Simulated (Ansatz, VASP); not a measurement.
One calculation of Ti12H2O, two programs

```
Ti O H
1.0
     5.74171    0.00000    0.00000
    -2.87085    4.97246    0.00000
     0.00000    0.00000   22.68808
Ti O H
12 1 2
Cartesian
  1.4354 0.8287 8.0000
  0.0000 3.3150 8.0000
  4.3063 0.8287 8.0000
  2.8709 3.3150 8.0000
  2.8709 1.6575 10.3440
  1.4354 4.1437 10.3440
  0.0000 1.6575 10.3440
  -1.4354 4.1437 10.3440
  -1.4354 2.4862 12.6881
  0.0000 0.0000 12.6881
  1.4354 2.4862 12.6881
  2.8709 0.0000 12.6881
  2.8709 0.0000 15.5481
  2.4121 0.8775 15.5481
  3.8354 0.2243 15.5481
```

Alike in both runs: task single point; functional PBE; k mesh 6 × 6 × 1; occupations fermi-dirac, width 0.05 eV; no spin polarisation.

```csv
,VASP,Ansatz
version,VASP 6.6.1,Ansatz 0.2.0
potentials or method,"VASP PAW PBE potentials, release 64 (Ti_sv, O, H)",Ansatz PAW
plane-wave cutoff (eV),520,420
valence electrons in the cell,152,152
```

VASP gave:

* gap on the k mesh at the Fermi level (eV): none
* rms of the force components (eV/Å): 0.221

Task: Which values does Ansatz return?

Result: gap on the k mesh at the Fermi level (eV): none; rms of the force components (eV/Å): 0.231.

Atom by atom the forces differ by 0.024 eV/Å (rms over components). A gap of «none» marks a metal or a gap that the smearing closes.
